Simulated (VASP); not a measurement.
# CdS (F-43m) in VASP: notebook, part 2 of 2

VASP 6.6.1. Earlier steps stand in the parts before.

**3. Relaxation of cell and atoms, PBE**

This run uses another cell than the first one, of 24.81 Å³/atom, 0.953 times its volume.

Input file INCAR:

```
SYSTEM = CdS
PREC = Accurate ; ENCUT = 600
EDIFF = 1E-6 ; ISMEAR = 0
SIGMA = 0.02 ; LREAL = .False.
LASPH = .True. ; NELM = 80
ALGO = Normal ; ISIF = 3
LWAVE = .False. ; LCHARG = .False.
GGA = PE ; IBRION = 2
NSW = 100 ; EDIFFG = -0.005
```

Input file KPOINTS:

```
Automatic mesh
0
Gamma
  8 8 8
  0 0 0
```

Input file POSCAR:

```
CdS
1.0
    0.0000000000      2.9165000000      2.9165000000
    2.9165000000      0.0000000000      2.9165000000
    2.9165000000      2.9165000000      0.0000000000
Cd S
1 1
Direct
    0.0000000000      0.0000000000      0.0000000000
    0.2500000000      0.2500000000      0.2500000000
```

Potentials or basis: VASP PAW PBE potentials, release 64 (Cd, S).

The run is started by

```
$ cat potpaw_PBE.64/Cd/POTCAR potpaw_PBE.64/S/POTCAR > POTCAR
$ mpirun -np 1 vasp_std > vasp.out
```

OUTCAR:

```text
SYSTEM = CdS
   PREC = Accurate
   ENCUT = 600
   EDIFF = 1E-6
   ISMEAR = 0
   LREAL = .False.
   LASPH = .True.
   NELM = 80
   ISIF = 3
   GGA = PE
   IBRION = 2
   NSW = 100
   EDIFFG = -0.005

 ion  position               nearest neighbor table
   1  0.000  0.000  0.000-   2 2.53   2 2.53   2 2.53   2 2.53
   2  0.250  0.250  0.250-   1 2.53   1 2.53   1 2.53   1 2.53

  LATTYP: Found a face centered cubic cell.
 ALAT       =     5.8330000000

  Lattice vectors:

 A1 = (   0.0000000000,   2.9165000000,   2.9165000000)
 A2 = (   2.9165000000,   0.0000000000,   2.9165000000)
 A3 = (   2.9165000000,   2.9165000000,   0.0000000000)

Analysis of symmetry for initial positions (statically):
=====================================================================
 Subroutine PRICEL returns:
 Original cell was already a primitive cell.

 Routine SETGRP: Setting up the symmetry group for a
 face centered cubic supercell.

 Subroutine GETGRP returns: Found 24 space group operations
 (whereof 24 operations were pure point group operations)
 out of a pool of 48 trial point group operations.

The static configuration has the point symmetry T_d .

Analysis of symmetry for dynamics (positions and initial velocities):
=====================================================================
 Subroutine PRICEL returns:
 Original cell was already a primitive cell.

 Routine SETGRP: Setting up the symmetry group for a
 face centered cubic supercell.

 Subroutine GETGRP returns: Found 24 space group operations
 (whereof 24 operations were pure point group operations)
 out of a pool of 48 trial point group operations.

The dynamic configuration has the point symmetry T_d .

 Subroutine INISYM returns: Found 24 space group operations
 (whereof 24 operations are pure point group operations),
 and found     1 'primitive' translations

----------------------------------------------------------------------------------------

                                     Primitive cell

  volume of cell :      49.6153

  direct lattice vectors                    reciprocal lattice vectors
     0.000000000  2.916500000  2.916500000    -0.171438368  0.171438368  0.171438368
     2.916500000  0.000000000  2.916500000     0.171438368 -0.171438368  0.171438368
     2.916500000  2.916500000  0.000000000     0.171438368  0.171438368 -0.171438368

  length of vectors
     4.124553855  4.124553855  4.124553855     0.296939964  0.296939964  0.296939964

  position of ions in fractional coordinates (direct lattice)
     0.000000000  0.000000000  0.000000000
     0.250000000  0.250000000  0.250000000

  ion indices of the primitive-cell ions
   primitive index   ion index
                 1           1
                 2           2

----------------------------------------------------------------------------------------

 KPOINTS: Automatic mesh

Automatic generation of k-mesh.
 Grid dimensions read from file:
 generate k-points for:    8    8    8

 Generating k-lattice:

[... 46 lines left out ...]
   dimension x,y,z NGX =    36 NGY =   36 NGZ =   36
   dimension x,y,z NGXF=    72 NGYF=   72 NGZF=   72
   ions per type =               1   1
   NGX,Y,Z   is equivalent  to a cutoff of  14.51, 14.51, 14.51 a.u.
   NGXF,Y,Z  is equivalent  to a cutoff of  29.02, 29.02, 29.02 a.u.
 SYSTEM =  CdS
   PREC   = accura    normal or accurate (medium, high low for compatibility)
   ISTART =      0    job   : 0-new  1-cont  2-samecut
   ICHARG =      2    charge: 1-file 2-atom 10-const
   ISPIN  =      1    spin polarized calculation?
   LNONCOLLINEAR =      F non collinear calculations
   LSORBIT =      F    spin-orbit coupling
   LASPH  =      T    aspherical Exc in radial PAW
   ENCUT  =  600.0 eV  44.10 Ry    6.64 a.u.   8.24  8.24  8.24*2*pi/ulx,y,z
   NELM   =     80;   NELMIN=  2; NELMDL= -5     # of ELM steps
   EDIFF  = 0.1E-05   stopping-criterion for ELM
   LREAL  =      F    real-space projection
   EDIFFG = -.5E-02   stopping-criterion for IOM
   NSW    =    100    number of steps for IOM
   IBRION =      2    ionic relax: 0-MD 1-quasi-New 2-CG
   NFREE  =      1    steps in history (QN), initial steepest desc. (CG)
   ISIF   =      3    stress and relaxation
   ISYM   =      2    0-nonsym 1-usesym 2-fastsym
   POTIM  = 0.5000    time-step for ionic-motion
   TEBEG  =    0.0;   TEEND  =   0.0 temperature during run
   PSTRESS=    0.0 pullay stress
   NELECT =      18.0000    total number of electrons
   NUPDOWN=      -1.0000    fix difference up-down
   EMIN   =  10.00;   EMAX   =-10.00  energy-range for DOS
   EFERMI =   0.00;   METHOD = LEGACY
   ISMEAR =     0;   SIGMA  =   0.02  broadening in eV -4-tet -1-fermi 0-gaus
   EFERMI_NEDOS =   21; number of points for ismear=-14 and -15
   IALGO  =     38    algorithm
   IMIX   =      4    mixing-type and parameters
     AMIX     =   0.40;   BMIX     =  1.00
     AMIX_MAG =   1.60;   BMIX_MAG =  1.00
  volume/ion in A,a.u.               =      24.81       167.41
  Fermi-wavevector in a.u.,A,eV,Ry     =   1.167599  2.206442 18.548649  1.363287
  Thomas-Fermi vector in A             =   2.304097
   LORBIT       =      0    0 simple, 1 ext, 2 COOP (PROOUT), +10 PAW based schemes
   GGA     = PE    functional components
   LHFCALC =     F    Hartree Fock is set to
   AEXX    =    0.0000 exact exchange contribution
   IVDW    =     0    specifies the selected vdW correction
   LEPSILON=     F    determine dielectric tensor
   LRPA    =     F    only Hartree local field effects (RPA)
 conjugate gradient relaxation of ions
 non-spin polarized calculation
 Gauss-broadening in eV      SIGMA  =   0.02
  energy-cutoff  :      600.00
  volume of cell :       49.62
 maximum number of plane-waves:      1676
 NGX is ok and might be reduce to    36
   NGX = 17   NGY = 17   NGZ = 17

--------------------------------------- Ionic step        1  -------------------------------------------

 number of electron      17.9999999 magnetization

 Free energy of the ion-electron system (eV)
  ---------------------------------------------------
  ext. energy  EPLUGINS =         0.00000000
  ---------------------------------------------------
  free energy    TOTEN  =        -6.12115819 eV

  energy without entropy =       -6.12115819  energy(sigma->0) =       -6.12115819

------------------------ aborting loop because EDIFF is reached ----------------------------------------

  FORCE on cell =-STRESS in cart. coord.  units (eV):
  Direction    XX          YY          ZZ          XY          YZ          ZX
  --------------------------------------------------------------------------------------
  -------------------------------------------------------------------------------------
  Total        0.9840404      0.9840404      0.9840404      0.0000000      0.0000000     -0.0000000
  in kB       31.7766116     31.7766116     31.7766116      0.0000000      0.0000000     -0.0000000
  external PRESSURE =      31.7766116 kB  Pullay stress =       0.0000000 kB
[... 131 lines left out ...]
--------------------------------------- Ionic step        5  -------------------------------------------

 number of electron      17.9999999 magnetization

 Free energy of the ion-electron system (eV)
  ---------------------------------------------------
  ext. energy  EPLUGINS =         0.00000000
  ---------------------------------------------------
  free energy    TOTEN  =        -6.14644639 eV

  energy without entropy =       -6.14644639  energy(sigma->0) =       -6.14644639

 E-fermi :   1.0013     XC(G=0):  -8.9064

 val. band max:        0.8804249126   @ k =   0.0000   0.0000   0.0000
 cond. band min:       1.9136914481   @ k =   0.0000   0.0000   0.0000
 fundamental gap:      1.0332665355
 Fermi energy:         1.0013017421

 k-point     1 :       0.0000    0.0000    0.0000
  band No.  band energies     occupation
      1     -11.1820      2.00000
      2      -6.6731      2.00000
      3      -6.6731      2.00000
      4      -6.6731      2.00000
      5      -6.2615      2.00000
      6      -6.2615      2.00000
      7       0.8804      2.00000
      8       0.8804      2.00000
      9       0.8804      2.00000
     10       1.9137      0.00000
     11       7.4309      0.00000
     12       7.4309      0.00000
     13       7.4309      0.00000
[... 354 lines left out ...]
  band No.  band energies     occupation
      1     -10.7464      2.00000
      2      -6.5296      2.00000
      3      -6.4977      2.00000
      4      -6.2815      2.00000
      5      -6.2379      2.00000
      6      -5.8267      2.00000
      7      -2.9553      2.00000
      8      -0.8949      2.00000
      9      -0.2238      2.00000
     10       5.1071      0.00000
     11       6.7272      0.00000
     12       8.0019      0.00000
     13       9.1487      0.00000

 [... further k-points ...]
[... 5 lines left out ...]
  --------------------------------------------------------------------------------------
  -------------------------------------------------------------------------------------
  Total       -0.0034177     -0.0034177     -0.0034177      0.0000000      0.0000000      0.0000000
  in kB       -0.1047319     -0.1047319     -0.1047319      0.0000000      0.0000000      0.0000000
  external PRESSURE =      -0.1047319 kB  Pullay stress =       0.0000000 kB
[... 17 lines left out ...]
  FREE ENERGIE OF THE ION-ELECTRON SYSTEM (eV)
  ---------------------------------------------------
  free  energy   TOTEN  =        -6.1464463851 eV

  energy  without entropy=       -6.1464463851  energy(sigma->0) =       -6.14644639

 reached required accuracy - stopping structural energy minimisation
```

OSZICAR:

```text
N       E                     dE             d eps       ncg     rms          rms(c)
DAV:   1     0.122047106449E+03    0.12205E+03   -0.98880E+03   762   0.142E+03
DAV:   2    -0.896400594754E+00   -0.12294E+03   -0.11728E+03   849   0.313E+02
DAV:   3    -0.662043192961E+01   -0.57240E+01   -0.57012E+01   909   0.697E+01
DAV:   4    -0.666499859806E+01   -0.44567E-01   -0.44558E-01   834   0.616E+00
[... 38 lines left out ...]
       N       E                     dE             d eps       ncg     rms          rms(c)
DAV:   1    -0.614669103728E+01   -0.24950E-03   -0.50730E-03   814   0.969E-01    0.119E-01
DAV:   2    -0.614646811303E+01    0.22292E-03   -0.54604E-04   839   0.377E-01    0.419E-02
DAV:   3    -0.614644604377E+01    0.22069E-04   -0.65911E-05   799   0.970E-02    0.352E-02
DAV:   4    -0.614644638510E+01   -0.34133E-06   -0.34251E-06   754   0.213E-02
   5 F= -.61464464E+01 E0= -.61464464E+01  d E =-.568919E-05
```

It took 58 s on 1 thread of Intel Xeon Platinum 8375C at 2.90GHz (Ice Lake), shared host; peak memory 0.22 GiB.

What came out:

```yaml
Free_energy: -6.1464 eV
Relaxed_volume: 26.14 Å³/atom
Relaxed_cell: a = 4.197 Å, b = 4.197 Å, c = 4.197 Å, α = 60.00°, β = 60.00°, γ = 60.00°
Space_group_after_relaxing_to_0.05_Å: F-43m (No. 216)
Energy_gained_by_relaxing: 12.6 meV/atom
Ionic_steps: 5
Pressure_after_relaxing: 0.0 GPa
Band_gap_on_the_k_mesh: 1.03 eV, direct
```

The path:
```tsv
step	energy change (eV)	largest force (eV/Å)	pressure (GPa)	volume (Å³)
1	0.0000	0.0000	3.18	49.62
2	-0.0226	0.0000	-0.91	53.23
3	-0.0253	0.0000	0.03	52.29
4	-0.0253	0.0000	-0.05	52.35
5	-0.0253	0.0000	-0.01	52.28
```

Final structure:
```cif
data_structure
_symmetry_space_group_name_H-M 'P 1'
_symmetry_Int_Tables_number 1
_cell_length_a 4.1972
_cell_length_b 4.1972
_cell_length_c 4.1972
_cell_angle_alpha 60.000
_cell_angle_beta 60.000
_cell_angle_gamma 60.000
_cell_volume 52.28
loop_
_atom_site_label
_atom_site_type_symbol
_atom_site_fract_x
_atom_site_fract_y
_atom_site_fract_z
_atom_site_occupancy
Cd1 Cd 0.00000 0.00000 0.00000 1
S1 S 0.25000 0.25000 0.25000 1
```

**4. Single point, PBE (volume scaled by 0.88)**

Input file INCAR:

```
SYSTEM = CdS
PREC = Accurate ; ENCUT = 520
EDIFF = 1E-7 ; ISMEAR = 0
SIGMA = 0.02 ; LREAL = .FALSE.
LASPH = .TRUE. ; NELM = 60
ALGO = Normal ; ISIF = 2
LWAVE = .FALSE. ; LCHARG = .FALSE.
GGA = PE ; NBANDS = 16
```

Input file KPOINTS:

```
regular mesh
0
G
  8 8 8
  0 0 0
```

Input file POSCAR:

```
CdS
1.0
    0.0000000000      2.8395976885      2.8395976885
    2.8395976885      0.0000000000      2.8395976885
    2.8395976885      2.8395976885      0.0000000000
Cd S
1 1
Direct
    0.0000000000      0.0000000000      0.0000000000
    0.2500000000      0.2500000000      0.2500000000
```

The run is started by

```
$ cat potpaw_PBE.64/Cd/POTCAR potpaw_PBE.64/S/POTCAR > POTCAR
$ mpirun -np 1 vasp_std > vasp.out
```

Run time: 11 s. Hardware: 1 thread of Intel Xeon 6975P-C (Granite Rapids), shared host; peak memory 0.17 GiB.

It converged, with:

* Free energy: -5.9724 eV
* Pressure: 9.7 GPa
* Band gap on the k mesh: 1.32 eV, direct

Levels at points of the mesh, in eV from the valence-band top:
```csv
k point,band 7,band 8,band 9,band 10,band 11,band 12
"(0.00, 0.00, 0.00)",0.00,0.00,0.00,1.32,6.51,6.51
"(0.50, 0.00, 0.00)",-4.92,-0.88,-0.88,3.12,7.00,7.00
"(0.50, 0.50, 0.00)",-4.32,-2.18,-2.18,3.40,4.42,9.60
```

Caveat: the cell differs from its parent crystal (volume scaled by 0.88).

**5. Single point, PBE (volume scaled by 0.91)**

Input file INCAR:

```
ALGO = Normal ; EDIFF = 1E-7
ENCUT = 520 ; GGA = PE
ISIF = 2 ; ISMEAR = 0
LASPH = T ; LCHARG = F
LREAL = F ; LWAVE = F
NBANDS = 16 ; NELM = 80
PREC = Accurate ; SIGMA = 0.02
```

Input file KPOINTS:

```
k-points
0
Gamma
  8 8 8
```

Input file POSCAR:

```
CdS
1.0
    0.0000000000      2.8715059512      2.8715059512
    2.8715059512      0.0000000000      2.8715059512
    2.8715059512      2.8715059512      0.0000000000
Cd S
1 1
Direct
    0.0000000000      0.0000000000      0.0000000000
    0.2500000000      0.2500000000      0.2500000000
```

Potentials or basis: VASP PAW PBE potentials, release 64 (Cd, S).

The run is started by

```
$ cat potpaw_PBE.64/Cd/POTCAR potpaw_PBE.64/S/POTCAR > POTCAR
$ mpirun -np 1 vasp_std > vasp.out
```

OUTCAR:

```text
EDIFF = 1E-7
   ENCUT = 520
   GGA = PE
   ISIF = 2
   ISMEAR = 0
   LASPH = T
   LREAL = F
   NELM = 80
   PREC = Accurate

 ion  position               nearest neighbor table
   1  0.000  0.000  0.000-   2 2.49   2 2.49   2 2.49   2 2.49
   2  0.250  0.250  0.250-   1 2.49   1 2.49   1 2.49   1 2.49

  LATTYP: Found a face centered cubic cell.
 ALAT       =     5.7430119024

  Lattice vectors:

 A1 = (   0.0000000000,   2.8715059512,   2.8715059512)
 A2 = (   2.8715059512,   0.0000000000,   2.8715059512)
 A3 = (   2.8715059512,   2.8715059512,   0.0000000000)
[... 624 lines left out ...]
      4      -5.6696      2.00000
      5      -5.6075      2.00000
      6      -5.0856      2.00000
[... 8 lines left out ...]
     15      14.1503      0.00000
     16      15.0543      0.00000

 [... further k-points ...]
[... 5 lines left out ...]
  --------------------------------------------------------------------------------------
  -------------------------------------------------------------------------------------
  Total        1.9815045      1.9815045      1.9815045      0.0000000      0.0000000      0.0000000
  in kB       67.0419254     67.0419254     67.0419254      0.0000000      0.0000000      0.0000000
  external PRESSURE =      67.0419254 kB  Pullay stress =       0.0000000 kB

 VOLUME and BASIS-vectors are now :
 -----------------------------------------------------------------------------
  energy-cutoff  :      520.00
  volume of cell :       47.35
      direct lattice vectors                 reciprocal lattice vectors
     0.000000000  2.871505951  2.871505951    -0.174124661  0.174124661  0.174124661
     2.871505951  0.000000000  2.871505951     0.174124661 -0.174124661  0.174124661
     2.871505951  2.871505951  0.000000000     0.174124661  0.174124661 -0.174124661

 POSITION                                       TOTAL-FORCE (eV/Angst)
 -----------------------------------------------------------------------------------
      0.00000      0.00000      0.00000        -0.000000     -0.000000     -0.000000
      1.43575      1.43575      1.43575         0.000000      0.000000      0.000000
 -----------------------------------------------------------------------------------
    total drift:                               -0.000001     -0.000001     -0.000001

  FREE ENERGIE OF THE ION-ELECTRON SYSTEM (eV)
  ---------------------------------------------------
  free  energy   TOTEN  =        -6.0519831529 eV

  energy  without entropy=       -6.0519831529  energy(sigma->0) =       -6.05198315
```

Run time: 10 s. Hardware: 1 thread of Intel Xeon 6975P-C (Granite Rapids), shared host; peak memory 0.17 GiB.

Results:

```
Free energy            : -6.0520 eV
Pressure               : 6.7 GPa
Band gap on the k mesh : 1.25 eV, direct
```

Caveat: the cell differs from its parent crystal (volume scaled by 0.91).

**6. Overview**

```tsv
task	cell	cutoff (eV)	gap on the mesh (eV)	pressure (GPa)
single point	a = 4.191 Å, angles 60.0°, 2 atoms	520	1.04	0.3
relaxation of cell and atoms	relaxed from a = 4.125 Å, angles 60.0°, 2 atoms	600	1.03	0.0
single point	a = 4.016 Å, angles 60.0°, 2 atoms	520	1.32	9.7
single point	a = 4.061 Å, angles 60.0°, 2 atoms	520	1.25	6.7
```

Alike in all rows: level PBE; potentials or basis VASP PAW PBE potentials, release 64 (Cd, S); no spin polarisation; k mesh 8 × 8 × 8; smearing gaussian 0.02 eV.

Absolute energies hang on the potentials; compare differences alone.
